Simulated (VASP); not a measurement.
# CoO in VASP: notebook

Runs on CoO. Level: PBE. Tasks: single point.

Program: VASP 6.6.1. These are calculated values, not measurements. Logs are shortened: lines on timing, memory, paths and dates and some standing lists are left out, and cuts for length are marked.

**1. The cell of the first run**

Symmetry: Fm-3m, No. 225, cubic system. The conventional cell has a = 4.263 Å, b = 4.263 Å, c = 4.263 Å, α = 90.00°, β = 90.00°, γ = 90.00°. Within 2.8 Å of Co (site symmetry m-3m) lie 6 O at 2.13 Å. O (site symmetry m-3m) has 6 Co at 2.13 Å within 2.8 Å.

**2. Single point, PBE, collinear spin, ferromagnetic start**

File INCAR:

```
SYSTEM = CoO
PREC = Accurate ; ENCUT = 520
EDIFF = 1E-7 ; ISMEAR = -1
SIGMA = 0.05 ; LREAL = .FALSE.
LASPH = .TRUE. ; NELM = 150
ALGO = Normal ; ISIF = 2
LWAVE = .FALSE. ; LCHARG = .FALSE.
ISPIN = 2 ; MAGMOM = 2 0
LORBIT = 11 ; LMAXMIX = 4
GGA = PE ; NBANDS = 18
```

File KPOINTS:

```
regular mesh
0
G
  15 15 15
  0 0 0
```

File POSCAR:

```
CoO
1.0
    0.0000000000      2.1315000000      2.1315000000
    2.1315000000      0.0000000000      2.1315000000
    2.1315000000      2.1315000000      0.0000000000
Co O
1 1
Direct
    0.0000000000      0.0000000000      0.0000000000
    0.5000000000      0.5000000000      0.5000000000
```

Potentials or basis: VASP PAW PBE potentials, release 64 (Co, O).

Launch:

```bash
> cat potpaw_PBE.64/Co/POTCAR potpaw_PBE.64/O/POTCAR > POTCAR
> mpirun -np 1 vasp_std > vasp.out
```

OUTCAR:

```text
SYSTEM = CoO
   PREC = Accurate
   ENCUT = 520
   EDIFF = 1E-7
   ISMEAR = -1
   LREAL = .FALSE.
   LASPH = .TRUE.
   NELM = 150
   ISIF = 2
   ISPIN = 2
   LORBIT = 11
   GGA = PE

 ion  position               nearest neighbor table
   1  0.000  0.000  0.000-   2 2.13   2 2.13   2 2.13   2 2.13   2 2.13   2 2.13
   2  0.500  0.500  0.500-   1 2.13   1 2.13   1 2.13   1 2.13   1 2.13   1 2.13

  LATTYP: Found a face centered cubic cell.
 ALAT       =     4.2630000000

  Lattice vectors:

 A1 = (   0.0000000000,   2.1315000000,   2.1315000000)
 A2 = (   2.1315000000,   0.0000000000,   2.1315000000)
 A3 = (   2.1315000000,   2.1315000000,   0.0000000000)

Analysis of symmetry for initial positions (statically):
=====================================================================
 Subroutine PRICEL returns:
 Original cell was already a primitive cell.

 Routine SETGRP: Setting up the symmetry group for a
 face centered cubic supercell.

 Subroutine GETGRP returns: Found 48 space group operations
 (whereof 48 operations were pure point group operations)
 out of a pool of 48 trial point group operations.

The static configuration has the point symmetry O_h .

Analysis of symmetry for dynamics (positions and initial velocities):
=====================================================================
 Subroutine PRICEL returns:
 Original cell was already a primitive cell.

 Routine SETGRP: Setting up the symmetry group for a
 face centered cubic supercell.

 Subroutine GETGRP returns: Found 48 space group operations
 (whereof 48 operations were pure point group operations)
 out of a pool of 48 trial point group operations.

The dynamic configuration has the point symmetry O_h .

Analysis of structural, dynamic, and magnetic symmetry:
=====================================================================
 Subroutine PRICEL returns:
 Original cell was already a primitive cell.

 Routine SETGRP: Setting up the symmetry group for a
 face centered cubic supercell.

 Subroutine GETGRP returns: Found 48 space group operations
 (whereof 48 operations were pure point group operations)
 out of a pool of 48 trial point group operations.

The overall configuration has the point symmetry O_h .

 Subroutine INISYM returns: Found 48 space group operations
 (whereof 48 operations are pure point group operations),
 and found     1 'primitive' translations

----------------------------------------------------------------------------------------

                                     Primitive cell

  volume of cell :      19.3681

  direct lattice vectors                    reciprocal lattice vectors
     0.000000000  2.131500000  2.131500000    -0.234576589  0.234576589  0.234576589
     2.131500000  0.000000000  2.131500000     0.234576589 -0.234576589  0.234576589
     2.131500000  2.131500000  0.000000000     0.234576589  0.234576589 -0.234576589

  length of vectors
     3.014396208  3.014396208  3.014396208     0.406298571  0.406298571  0.406298571

  position of ions in fractional coordinates (direct lattice)
     0.000000000  0.000000000  0.000000000
     0.500000000  0.500000000  0.500000000

  ion indices of the primitive-cell ions
   primitive index   ion index
                 1           1
                 2           2

----------------------------------------------------------------------------------------

 KPOINTS: regular mesh

Automatic generation of k-mesh.
 Grid dimensions read from file:
 generate k-points for:   15   15   15

 Generating k-lattice:

  Cartesian coordinates                     Fractional coordinates (reciprocal lattice)
    -0.015638439  0.015638439  0.015638439     0.066666667  0.000000000  0.000000000
     0.015638439 -0.015638439  0.015638439     0.000000000  0.066666667  0.000000000
     0.015638439  0.015638439 -0.015638439     0.000000000  0.000000000  0.066666667

  Length of vectors
     0.027086571  0.027086571  0.027086571

  Shift w.r.t. Gamma in fractional coordinates (k-lattice)
     0.000000000  0.000000000  0.000000000

 Subroutine IBZKPT returns following result:
 ===========================================

 Found    120 irreducible k-points:

 Following reciprocal coordinates:
            Coordinates               Weight
  0.000000  0.000000  0.000000      1.000000
  0.066667  0.000000  0.000000      8.000000
  0.133333  0.000000  0.000000      8.000000
  0.200000  0.000000  0.000000      8.000000
  0.266667  0.000000  0.000000      8.000000
  0.333333  0.000000  0.000000      8.000000
[... 16 lines left out ...]
  0.133333  0.133333  0.000000      6.000000
  0.200000  0.133333  0.000000     24.000000
 [... further k-points ...]
   k-points           NKPTS =    120   k-points in BZ     NKDIM =    120   number of bands    NBANDS=     18
   number of dos      NEDOS =    301   number of ions     NIONS =      2
   total plane-waves  NPLWV =  13824
   dimension x,y,z NGX =    24 NGY =   24 NGZ =   24
   dimension x,y,z NGXF=    48 NGYF=   48 NGZF=   48
   ions per type =               1   1
   NGX,Y,Z   is equivalent  to a cutoff of  13.24, 13.24, 13.24 a.u.
   NGXF,Y,Z  is equivalent  to a cutoff of  26.47, 26.47, 26.47 a.u.
 SYSTEM =  CoO
   PREC   = accura    normal or accurate (medium, high low for compatibility)
   ISTART =      0    job   : 0-new  1-cont  2-samecut
   ICHARG =      2    charge: 1-file 2-atom 10-const
   ISPIN  =      2    spin polarized calculation?
   LNONCOLLINEAR =      F non collinear calculations
   LSORBIT =      F    spin-orbit coupling
   LASPH  =      T    aspherical Exc in radial PAW
   ENCUT  =  520.0 eV  38.22 Ry    6.18 a.u.   5.60  5.60  5.60*2*pi/ulx,y,z
   NELM   =    150;   NELMIN=  2; NELMDL= -5     # of ELM steps
   EDIFF  = 0.1E-06   stopping-criterion for ELM
   LREAL  =      F    real-space projection
   EDIFFG = 0.1E-05   stopping-criterion for IOM
   NSW    =      0    number of steps for IOM
   IBRION =     -1    ionic relax: 0-MD 1-quasi-New 2-CG
   NFREE  =      0    steps in history (QN), initial steepest desc. (CG)
   ISIF   =      2    stress and relaxation
   ISYM   =      2    0-nonsym 1-usesym 2-fastsym
   POTIM  = 0.5000    time-step for ionic-motion
   TEBEG  =    0.0;   TEEND  =   0.0 temperature during run
   PSTRESS=    0.0 pullay stress
   NELECT =      15.0000    total number of electrons
   NUPDOWN=      -1.0000    fix difference up-down
   EMIN   =  10.00;   EMAX   =-10.00  energy-range for DOS
   EFERMI =   0.00;   METHOD = LEGACY
   ISMEAR =    -1;   SIGMA  =   0.05  broadening in eV -4-tet -1-fermi 0-gaus
   EFERMI_NEDOS =   21; number of points for ismear=-14 and -15
   IALGO  =     38    algorithm
   IMIX   =      4    mixing-type and parameters
     AMIX     =   0.40;   BMIX     =  1.00
     AMIX_MAG =   1.60;   BMIX_MAG =  1.00
  volume/ion in A,a.u.               =       9.68        65.35
  Fermi-wavevector in a.u.,A,eV,Ry     =   1.503407  2.841027 30.752334  2.260233
  Thomas-Fermi vector in A             =   2.614521
   LORBIT       =     11    0 simple, 1 ext, 2 COOP (PROOUT), +10 PAW based schemes
   GGA     = PE    functional components
   LHFCALC =     F    Hartree Fock is set to
   AEXX    =    0.0000 exact exchange contribution
   IVDW    =     0    specifies the selected vdW correction
   LEPSILON=     F    determine dielectric tensor
   LRPA    =     F    only Hartree local field effects (RPA)
 spin polarized calculation
  energy-cutoff  :      520.00
  volume of cell :       19.37
 maximum number of plane-waves:       534
   NGX = 11   NGY = 11   NGZ = 11

 number of electron      15.0000007 magnetization       2.9106400

 Free energy of the ion-electron system (eV)
  ---------------------------------------------------
  ext. energy  EPLUGINS =         0.00000000
  ---------------------------------------------------
  free energy    TOTEN  =       -13.06183424 eV

  energy without entropy =      -13.02665150  energy(sigma->0) =      -13.04424287

 E-fermi :   7.8681     XC(G=0): -12.3953

 val. band max:        7.8680561692   @ k =   0.4667   0.2667   0.1333
 cond. band min:       7.8725647155   @ k =  -0.2000   0.2667   0.0667
 fundamental gap:      0.0045085463
 Fermi energy:         7.8680656859

 spin component 1

 k-point     1 :       0.0000    0.0000    0.0000
  band No.  band energies     occupation
      1     -12.2915      1.00000
      2       4.6105      1.00000
      3       4.6105      1.00000
      4       4.7726      1.00000
      5       4.7726      1.00000
      6       4.7726      1.00000
[... 10 lines left out ...]
     17      29.2979      0.00000
     18      32.7818      0.00000

 k-point     2 :       0.0667    0.0000    0.0000
  band No.  band energies     occupation
      1     -12.2456      1.00000
      2       4.0855      1.00000
      3       4.0855      1.00000
      4       4.1901      1.00000
      5       4.8164      1.00000
      6       4.8164      1.00000
[... 10 lines left out ...]
     17      29.9335      0.00000
     18      33.5488      0.00000

 k-point     3 :       0.1333    0.0000    0.0000
  band No.  band energies     occupation
      1     -12.1130      1.00000
      2       3.3276      1.00000
      3       3.5199      1.00000
      4       3.5199      1.00000
      5       4.9017      1.00000
      6       4.9017      1.00000
[... 412 lines left out ...]
 k-point    23 :       0.1333    0.1333    0.0000
  band No.  band energies     occupation
      1     -12.0607      1.00000
      2       2.5796      1.00000
      3       4.0274      1.00000
      4       4.0274      1.00000
      5       4.6661      1.00000
      6       4.6667      1.00000
[... 10 lines left out ...]
     17      31.9385      0.00000
     18      33.1461      0.00000

 k-point    24 :       0.2000    0.1333    0.0000
  band No.  band energies     occupation
      1     -11.9181      1.00000
      2       2.0783      1.00000
      3       3.6182      1.00000
      4       3.6648      1.00000
      5       4.6923      1.00000
      6       4.8499      1.00000
[... 10 lines left out ...]
     17      33.4220      0.00000
     18      34.5184      0.00000

 [... further k-points ...]

 spin component 2

 k-point     1 :       0.0000    0.0000    0.0000
  band No.  band energies     occupation
      1     -11.7886      1.00000
      2       5.3331      1.00000
      3       5.3331      1.00000
      4       5.3331      1.00000
      5       6.7793      1.00000
      6       6.7794      1.00000
[... 10 lines left out ...]
     17      30.2577      0.00000
     18      33.5964      0.00000

 k-point     2 :       0.0667    0.0000    0.0000
  band No.  band energies     occupation
      1     -11.7414      1.00000
      2       4.9118      1.00000
      3       5.1626      1.00000
      4       5.1626      1.00000
      5       6.8403      1.00000
      6       6.8403      1.00000
[... 10 lines left out ...]
     17      30.7982      0.00000
     18      34.3942      0.00000

 k-point     3 :       0.1333    0.0000    0.0000
  band No.  band energies     occupation
      1     -11.6052      1.00000
      2       4.0249      1.00000
      3       4.7789      1.00000
      4       4.7790      1.00000
      5       6.9754      1.00000
      6       6.9754      1.00000
[... 412 lines left out ...]
 k-point    23 :       0.1333    0.1333    0.0000
  band No.  band energies     occupation
      1     -11.5507      1.00000
      2       3.6505      1.00000
      3       4.8506      1.00000
      4       4.8506      1.00000
      5       6.5863      1.00000
      6       7.3344      0.99998
[... 10 lines left out ...]
     17      32.7922      0.00000
     18      33.9248      0.00000

 k-point    24 :       0.2000    0.1333    0.0000
  band No.  band energies     occupation
      1     -11.4031      1.00000
      2       3.0629      1.00000
      3       4.5374      1.00000
      4       4.6121      1.00000
      5       6.5862      1.00000
      6       7.4753      0.99961
[... 10 lines left out ...]
     17      34.1196      0.00000
     18      35.3366      0.00000

 [... further k-points ...]

------------------------ aborting loop because EDIFF is reached ----------------------------------------

  FORCE on cell =-STRESS in cart. coord.  units (eV):
  Direction    XX          YY          ZZ          XY          YZ          ZX
  --------------------------------------------------------------------------------------
  -------------------------------------------------------------------------------------
  Total       -0.2775172     -0.2775172     -0.2775172      0.0000000     -0.0000000      0.0000000
  in kB      -22.9569629    -22.9569629    -22.9569629      0.0000000     -0.0000000      0.0000000
  external PRESSURE =     -22.9569629 kB  Pullay stress =       0.0000000 kB

 VOLUME and BASIS-vectors are now :
 -----------------------------------------------------------------------------
  energy-cutoff  :      520.00
  volume of cell :       19.37
      direct lattice vectors                 reciprocal lattice vectors
     0.000000000  2.131500000  2.131500000    -0.234576589  0.234576589  0.234576589
     2.131500000  0.000000000  2.131500000     0.234576589 -0.234576589  0.234576589
     2.131500000  2.131500000  0.000000000     0.234576589  0.234576589 -0.234576589

 POSITION                                       TOTAL-FORCE (eV/Angst)
 -----------------------------------------------------------------------------------
      0.00000      0.00000      0.00000         0.000000     -0.000000     -0.000000
      2.13150      2.13150      2.13150        -0.000000      0.000000      0.000000
 -----------------------------------------------------------------------------------
    total drift:                                0.000000     -0.000000     -0.000000

  FREE ENERGIE OF THE ION-ELECTRON SYSTEM (eV)
  ---------------------------------------------------
  free  energy   TOTEN  =       -13.0618342386 eV

  energy  without entropy=      -13.0266515002  energy(sigma->0) =      -13.04424287

 total charge

# of ion       s       p       d       tot
------------------------------------------
    1        0.293   0.355   7.141   7.789
    2        1.556   3.423   0.000   4.979
--------------------------------------------------
tot          1.849   3.777   7.141  12.767

 magnetization (x)

# of ion       s       p       d       tot
------------------------------------------
    1        0.020   0.018   2.523   2.561
    2        0.029   0.270   0.000   0.299
--------------------------------------------------
tot          0.049   0.288   2.523   2.860
```

It took 41 s on 1 thread of Intel Xeon 6975P-C (Granite Rapids), shared host; peak memory 0.19 GiB.

What came out:

```
Free energy                                           : -13.0618 eV
Pressure                                              : -2.3 GPa
Net moment                                            : 2.91 μB per cell
Site moments                                          : Co +2.56; O +0.30 μB
Valence electrons inside the program's atomic spheres : Co 7.79; O 4.98
```

Caveat: a cell with one magnetic atom can't hold antiferromagnetic order, which such compounds often take; semilocal functionals often make such compounds metallic where correlation or magnetic order opens a gap, which also shifts bond lengths.

(Part 1 of 2 ends here.)
